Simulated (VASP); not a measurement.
# NaB (Fm-3m) in VASP: notebook, part 2 of 2

VASP 6.6.1. Earlier steps stand in the parts before.

## (3) Single point, PBE

This run uses another cell than the first one, of 15.14 Å³/atom, 0.783 times its volume.

INCAR

```
  ALGO = Normal
  EDIFF = 1E-6
  ENCUT = 500
  GGA = PE
  GGA_COMPAT = F
  ISIF = 2
  ISMEAR = -1
  LASPH = T
  LCHARG = T
  LELF = T
  LREAL = F
  LVHAR = T
  LWAVE = F
  NBANDS = 12
  NELM = 120
  PREC = Accurate
  SIGMA = 0.008617333262145177
```

KPOINTS

```
k-points
0
Gamma
  8 8 8
```

POSCAR

```
NaB
1.0
    0.0000000000      2.4737087660      2.4737087660
    2.4737087660      0.0000000000      2.4737087660
    2.4737087660      2.4737087660      0.0000000000
Na B
1 1
Direct
    0.0000000000      0.0000000000      0.0000000000
    0.5000000000      0.5000000000      0.5000000000
```

Potentials or basis: VASP PAW PBE potentials, release 64 (Na_pv, B).

On the command line:

```console
$ cat potpaw_PBE.64/Na_pv/POTCAR potpaw_PBE.64/B/POTCAR > POTCAR
$ mpirun -np 1 vasp_std > vasp.out
```

OUTCAR:

```text
EDIFF = 1E-6
   ENCUT = 500
   GGA = PE
   ISIF = 2
   ISMEAR = -1
   LASPH = T
   LREAL = F
   NELM = 120
   PREC = Accurate

 ion  position               nearest neighbor table
   1  0.000  0.000  0.000-   2 2.47   2 2.47   2 2.47   2 2.47   2 2.47   2 2.47
   2  0.500  0.500  0.500-   1 2.47   1 2.47   1 2.47   1 2.47   1 2.47   1 2.47

  LATTYP: Found a face centered cubic cell.
 ALAT       =     4.9474175320

  Lattice vectors:

 A1 = (   0.0000000000,   2.4737087660,   2.4737087660)
 A2 = (   2.4737087660,   0.0000000000,   2.4737087660)
 A3 = (   2.4737087660,   2.4737087660,   0.0000000000)

Analysis of symmetry for initial positions (statically):
=====================================================================
 Subroutine PRICEL returns:
 Original cell was already a primitive cell.

 Routine SETGRP: Setting up the symmetry group for a
 face centered cubic supercell.

 Subroutine GETGRP returns: Found 48 space group operations
 (whereof 48 operations were pure point group operations)
 out of a pool of 48 trial point group operations.

The static configuration has the point symmetry O_h .

Analysis of symmetry for dynamics (positions and initial velocities):
=====================================================================
 Subroutine PRICEL returns:
 Original cell was already a primitive cell.

 Routine SETGRP: Setting up the symmetry group for a
 face centered cubic supercell.

 Subroutine GETGRP returns: Found 48 space group operations
 (whereof 48 operations were pure point group operations)
 out of a pool of 48 trial point group operations.

The dynamic configuration has the point symmetry O_h .

 Subroutine INISYM returns: Found 48 space group operations
 (whereof 48 operations are pure point group operations),
 and found     1 'primitive' translations

----------------------------------------------------------------------------------------

                                     Primitive cell

  volume of cell :      30.2744

  direct lattice vectors                    reciprocal lattice vectors
     0.000000000  2.473708766  2.473708766    -0.202125653  0.202125653  0.202125653
     2.473708766  0.000000000  2.473708766     0.202125653 -0.202125653  0.202125653
     2.473708766  2.473708766  0.000000000     0.202125653  0.202125653 -0.202125653

  length of vectors
     3.498352486  3.498352486  3.498352486     0.350091901  0.350091901  0.350091901

  position of ions in fractional coordinates (direct lattice)
     0.000000000  0.000000000  0.000000000
     0.500000000  0.500000000  0.500000000

  ion indices of the primitive-cell ions
   primitive index   ion index
                 1           1
                 2           2

----------------------------------------------------------------------------------------

 KPOINTS: k-points

Automatic generation of k-mesh.
 Grid dimensions read from file:
 generate k-points for:    8    8    8

 Generating k-lattice:

  Cartesian coordinates                     Fractional coordinates (reciprocal lattice)
    -0.025265707  0.025265707  0.025265707     0.125000000  0.000000000  0.000000000
     0.025265707 -0.025265707  0.025265707     0.000000000  0.125000000  0.000000000
     0.025265707  0.025265707 -0.025265707     0.000000000  0.000000000  0.125000000

  Length of vectors
     0.043761488  0.043761488  0.043761488

  Shift w.r.t. Gamma in fractional coordinates (k-lattice)
     0.000000000  0.000000000  0.000000000

 Subroutine IBZKPT returns following result:
 ===========================================

 Found     29 irreducible k-points:

 Following reciprocal coordinates:
            Coordinates               Weight
  0.000000  0.000000  0.000000      1.000000
  0.125000  0.000000  0.000000      8.000000
  0.250000  0.000000  0.000000      8.000000
  0.375000  0.000000  0.000000      8.000000
  0.500000  0.000000  0.000000      4.000000
  0.125000  0.125000  0.000000      6.000000
[... 16 lines left out ...]
  0.500000  0.250000  0.125000     48.000000
 -0.375000  0.250000  0.125000     24.000000
 [... further k-points ...]
   k-points           NKPTS =     29   k-points in BZ     NKDIM =     29   number of bands    NBANDS=     12
   number of dos      NEDOS =    301   number of ions     NIONS =      2
   total plane-waves  NPLWV =  21952
   dimension x,y,z NGX =    28 NGY =   28 NGZ =   28
   dimension x,y,z NGXF=    56 NGYF=   56 NGZF=   56
   ions per type =               1   1
   NGX,Y,Z   is equivalent  to a cutoff of  13.31, 13.31, 13.31 a.u.
   NGXF,Y,Z  is equivalent  to a cutoff of  26.61, 26.61, 26.61 a.u.
 SYSTEM =  unknown system
   PREC   = accura    normal or accurate (medium, high low for compatibility)
   ISTART =      0    job   : 0-new  1-cont  2-samecut
   ICHARG =      2    charge: 1-file 2-atom 10-const
   ISPIN  =      1    spin polarized calculation?
   LNONCOLLINEAR =      F non collinear calculations
   LSORBIT =      F    spin-orbit coupling
   LASPH  =      T    aspherical Exc in radial PAW
   ENCUT  =  500.0 eV  36.75 Ry    6.06 a.u.   6.38  6.38  6.38*2*pi/ulx,y,z
   NELM   =    120;   NELMIN=  2; NELMDL= -5     # of ELM steps
   EDIFF  = 0.1E-05   stopping-criterion for ELM
   LREAL  =      F    real-space projection
   EDIFFG = 0.1E-04   stopping-criterion for IOM
   NSW    =      0    number of steps for IOM
   IBRION =     -1    ionic relax: 0-MD 1-quasi-New 2-CG
   NFREE  =      0    steps in history (QN), initial steepest desc. (CG)
   ISIF   =      2    stress and relaxation
   ISYM   =      2    0-nonsym 1-usesym 2-fastsym
   POTIM  = 0.5000    time-step for ionic-motion
   TEBEG  =    0.0;   TEEND  =   0.0 temperature during run
   PSTRESS=    0.0 pullay stress
   NELECT =      10.0000    total number of electrons
   NUPDOWN=      -1.0000    fix difference up-down
   EMIN   =  10.00;   EMAX   =-10.00  energy-range for DOS
   EFERMI =   0.00;   METHOD = LEGACY
   ISMEAR =    -1;   SIGMA  =   0.01  broadening in eV -4-tet -1-fermi 0-gaus
   EFERMI_NEDOS =   21; number of points for ismear=-14 and -15
   IALGO  =     38    algorithm
   IMIX   =      4    mixing-type and parameters
     AMIX     =   0.40;   BMIX     =  1.00
     AMIX_MAG =   1.60;   BMIX_MAG =  1.00
  volume/ion in A,a.u.               =      15.14       102.15
  Fermi-wavevector in a.u.,A,eV,Ry     =   1.131661  2.138529 17.424384  1.280656
  Thomas-Fermi vector in A             =   2.268360
   LORBIT       =      0    0 simple, 1 ext, 2 COOP (PROOUT), +10 PAW based schemes
   GGA     = PE    functional components
   LHFCALC =     F    Hartree Fock is set to
   AEXX    =    0.0000 exact exchange contribution
   IVDW    =     0    specifies the selected vdW correction
   LEPSILON=     F    determine dielectric tensor
   LRPA    =     F    only Hartree local field effects (RPA)
 non-spin polarized calculation
  energy-cutoff  :      500.00
  volume of cell :       30.27
 maximum number of plane-waves:       778
 NGX is ok and might be reduce to    28
   NGX = 13   NGY = 13   NGZ = 13

 number of electron      10.0000003 magnetization

 Free energy of the ion-electron system (eV)
  ---------------------------------------------------
  ext. energy  EPLUGINS =         0.00000000
  ---------------------------------------------------
  free energy    TOTEN  =        -4.07508071 eV

  energy without entropy =       -4.07494038  energy(sigma->0) =       -4.07501054

 E-fermi :   1.8085     XC(G=0):  -9.2336

 val. band max:        1.7815114645   @ k =  -0.2500   0.1250   0.0000
 cond. band min:       1.9431581940   @ k =  -0.3750   0.2500   0.0000
 fundamental gap:      0.1616467295
 Fermi energy:         1.8085436314

 k-point     1 :       0.0000    0.0000    0.0000
  band No.  band energies     occupation
      1     -20.8448      2.00000
      2     -20.8448      2.00000
      3     -20.8448      2.00000
      4      -6.0482      2.00000
      5       4.9185      0.00000
      6       4.9185      0.00000
      7       4.9185      0.00000
      8      12.1488      0.00000
      9      13.1829      0.00000
     10      13.1829      0.00000
     11      13.1829      0.00000
     12      15.7991      0.00000
[... 331 lines left out ...]
 k-point    24 :      -0.3750    0.2500    0.1250
  band No.  band energies     occupation
      1     -20.9332      2.00000
      2     -20.8811      2.00000
      3     -20.8632      2.00000
      4      -3.0553      2.00000
      5       0.0999      2.00000
      6       2.5004      0.00000
      7       3.5561      0.00000
      8      11.5321      0.00000
      9      12.2048      0.00000
     10      14.4427      0.00000
     11      15.3677      0.00000
     12      18.6294      0.00000

 [... further k-points ...]
[... 5 lines left out ...]
  --------------------------------------------------------------------------------------
  -------------------------------------------------------------------------------------
  Total        2.0785969      2.0785969      2.0785969     -0.0000000     -0.0000000      0.0000000
  in kB      110.0031598    110.0031598    110.0031598     -0.0000000     -0.0000000      0.0000000
  external PRESSURE =     110.0031598 kB  Pullay stress =       0.0000000 kB

 VOLUME and BASIS-vectors are now :
 -----------------------------------------------------------------------------
  energy-cutoff  :      500.00
  volume of cell :       30.27
      direct lattice vectors                 reciprocal lattice vectors
     0.000000000  2.473708766  2.473708766    -0.202125653  0.202125653  0.202125653
     2.473708766  0.000000000  2.473708766     0.202125653 -0.202125653  0.202125653
     2.473708766  2.473708766  0.000000000     0.202125653  0.202125653 -0.202125653

 POSITION                                       TOTAL-FORCE (eV/Angst)
 -----------------------------------------------------------------------------------
      0.00000      0.00000      0.00000         0.000000     -0.000000     -0.000000
      2.47371      2.47371      2.47371        -0.000000      0.000000      0.000000
 -----------------------------------------------------------------------------------
    total drift:                               -0.000000      0.000000      0.000000

  FREE ENERGIE OF THE ION-ELECTRON SYSTEM (eV)
  ---------------------------------------------------
  free  energy   TOTEN  =        -4.0750807054 eV

  energy  without entropy=       -4.0749403830  energy(sigma->0) =       -4.07501054
```

OSZICAR:

```text
N       E                     dE             d eps       ncg     rms          rms(c)
DAV:   1     0.514902966681E+02    0.51490E+02   -0.52465E+03   704   0.856E+02
DAV:   2    -0.201406466992E+01   -0.53504E+02   -0.51672E+02   724   0.222E+02
DAV:   3    -0.410023243594E+01   -0.20862E+01   -0.20786E+01   852   0.413E+01
DAV:   4    -0.411786866951E+01   -0.17636E-01   -0.17632E-01   784   0.380E+00
DAV:   5    -0.411802064454E+01   -0.15198E-03   -0.15197E-03   840   0.369E-01    0.765E-01
DAV:   6    -0.408650676648E+01    0.31514E-01   -0.14666E-02   872   0.996E-01    0.428E-01
DAV:   7    -0.407534231033E+01    0.11164E-01   -0.16010E-02   832   0.106E+00    0.131E-01
DAV:   8    -0.407508699566E+01    0.25531E-03   -0.81485E-04   740   0.318E-01    0.153E-02
DAV:   9    -0.407508096390E+01    0.60318E-05   -0.18680E-05   884   0.716E-02    0.603E-03
DAV:  10    -0.407508070535E+01    0.25855E-06   -0.90765E-07   468   0.155E-02
   1 F= -.40750807E+01 E0= -.40750105E+01  d E =-.140322E-03
```

stdout:

```text
POSCAR found type information on POSCAR NaB
 POSCAR found :  2 types and       2 ions
 scaLAPACK will be used
 LDA part: xc-table for (Slater+PW92), standard interpolation
 POSCAR, INCAR and KPOINTS ok, starting setup
 FFT: planning ... GRIDC
 FFT: planning ... GRID_SOFT
 FFT: planning ... GRID
 WAVECAR not read
 entering main loop
```

It took 18 s on 1 thread of Intel Xeon 8259CL, shared host; peak memory 0.15 GiB.

What came out:

* Free energy: -4.0751 eV
* Pressure: 11.0 GPa
* Band gap on the k mesh: zero (band 5 reaches 4.92 eV, above the bottom of band 6 at 1.19 eV)

## (4) Single point, LDA

This run uses another cell than the first one, of 18.31 Å³/atom, 0.947 times its volume.

INCAR

```
PREC = Accurate ; ENCUT = 500
EDIFF = 1E-6 ; ISMEAR = 0
SIGMA = 0.1 ; LREAL = False
LASPH = True ; NELM = 120
ALGO = Normal ; ISIF = 2
LWAVE = False ; LCHARG = False
GGA = CA ; NBANDS = 12
GGA_COMPAT = False
```

KPOINTS

```
Automatic mesh
0
Gamma
  8 8 8
```

POSCAR

```
NaB
1.0
    0.0000000000      2.6355907443      2.6355907443
    2.6355907443      0.0000000000      2.6355907443
    2.6355907443      2.6355907443      0.0000000000
Na B
1 1
Direct
    0.0000000000      0.0000000000      0.0000000000
    0.5000000000      0.5000000000      0.5000000000
```

Potentials or basis: VASP PAW LDA potentials, release 64 (Na_pv, B).

On the command line:

```console
$ cat potpaw_LDA.64/Na_pv/POTCAR potpaw_LDA.64/B/POTCAR > POTCAR
$ mpirun -np 1 vasp_std > vasp.out
```

Wall time 17 s (1 thread of Intel Xeon 8259CL, shared host); peak memory 0.14 GiB.

It converged, with:

| Item | Value |
| --- | --- |
| Free energy | -5.0135 eV |
| Pressure | -1.3 GPa |
| Band gap on the k mesh | zero (band 5 reaches 3.33 eV, above the bottom of band 6 at 0.25 eV) |

Levels at points of the mesh, in eV from the Fermi level:
| k point | band 1 | band 2 | band 3 | band 4 | band 5 | band 6 | band 7 | band 8 | band 9 | band 10 |
| --- | --- | --- | --- | --- | --- | --- | --- | --- | --- | --- |
| (0.00, 0.00, 0.00) | -22.91 | -22.91 | -22.91 | -7.19 | 2.55 | 2.55 | 2.55 | 8.05 | 10.43 | 10.43 |
| (0.50, 0.00, 0.00) | -22.96 | -22.92 | -22.92 | -5.08 | -2.02 | 1.88 | 1.88 | 7.38 | 10.60 | 10.60 |
| (0.50, 0.50, 0.00) | -22.96 | -22.93 | -22.93 | -4.54 | -1.47 | 1.07 | 1.07 | 6.14 | 7.10 | 11.94 |

## (5) Single point, PBEsol

INCAR

```
SYSTEM = NaB
PREC     = Accurate       ! precision mode
ENCUT    = 500            ! plane-wave cutoff, eV
EDIFF    = 1E-6           ! SCF threshold, eV
ISMEAR   = 1              ! smearing method
SIGMA    = 0.097          ! smearing width, eV
LREAL    = .False.        ! projectors in reciprocal space
LASPH    = .True.         ! aspherical terms in the spheres
NELM     = 120            ! most SCF steps
ALGO     = Normal         ! electronic algorithm
ISIF     = 2              ! what is computed and relaxed
LWAVE    = .False.        ! write WAVECAR
LCHARG   = .False.        ! write CHGCAR
GGA      = PS             ! functional
NBANDS   = 12             ! bands
GGA_COMPAT= .False.
```

KPOINTS

```
Automatic mesh
0
Gamma
  8 8 8
  0 0 0
```

POSCAR

```
NaB
1.0
    0.0000000000      2.6838690000      2.6838690000
    2.6838690000      0.0000000000      2.6838690000
    2.6838690000      2.6838690000      0.0000000000
Na B
1 1
Direct
    0.0000000000      0.0000000000      0.0000000000
    0.5000000000      0.5000000000      0.5000000000
```

Potentials or basis: VASP PAW PBE potentials, release 64 (Na_pv, B).

On the command line:

```console
$ cat potpaw_PBE.64/Na_pv/POTCAR potpaw_PBE.64/B/POTCAR > POTCAR
$ mpirun -np 1 vasp_std > vasp.out
```

Wall time 16 s (1 thread of Intel Xeon 8259CL, shared host); peak memory 0.15 GiB.

Results (log left out):

| Quantity | Value |
| --- | --- |
| Free energy | -4.5781 eV |
| Pressure | -1.1 GPa |
| Band gap on the k mesh | zero (band 5 reaches 3.11 eV, above the bottom of band 6 at 0.15 eV) |

Levels at points of the mesh, in eV from the Fermi level:
```csv
k point,band 2,band 3,band 4,band 5,band 6,band 7,band 8,band 9
"(0.00, 0.00, 0.00)",-22.82,-22.82,-7.10,2.46,2.46,2.46,7.47,10.20
"(0.50, 0.00, 0.00)",-22.82,-22.82,-5.17,-1.91,1.84,1.84,7.02,10.32
"(0.50, 0.50, 0.00)",-22.83,-22.83,-4.66,-1.41,1.05,1.05,6.01,6.88
```

Caveat: the PAW data sets were made with another functional, which shifts forces and pressure a little.

## (6) The runs side by side

```tsv
level	potentials or basis	cell	smearing	gap on the mesh (eV)	pressure (GPa)
PBE	VASP PAW PBE potentials, release 64 (Na_pv, B)	a = 3.498 Å, angles 60.0°, 2 atoms	fermi-dirac 0.00861733 eV	none	11.0
LDA	VASP PAW LDA potentials, release 64 (Na_pv, B)	a = 3.727 Å, angles 60.0°, 2 atoms	gaussian 0.1 eV	none	-1.3
PBEsol	VASP PAW PBE potentials, release 64 (Na_pv, B)	a = 3.796 Å, angles 60.0°, 2 atoms	methfessel-paxton 0.097 eV	none	-1.1
```

Alike in all rows: task single point; no spin polarisation; k mesh 8 × 8 × 8; cutoff (eV) 500.

Caveats: the PAW data sets were made with another functional, which shifts forces and pressure a little (some runs).

Absolute energies hang on the potentials; compare differences alone.
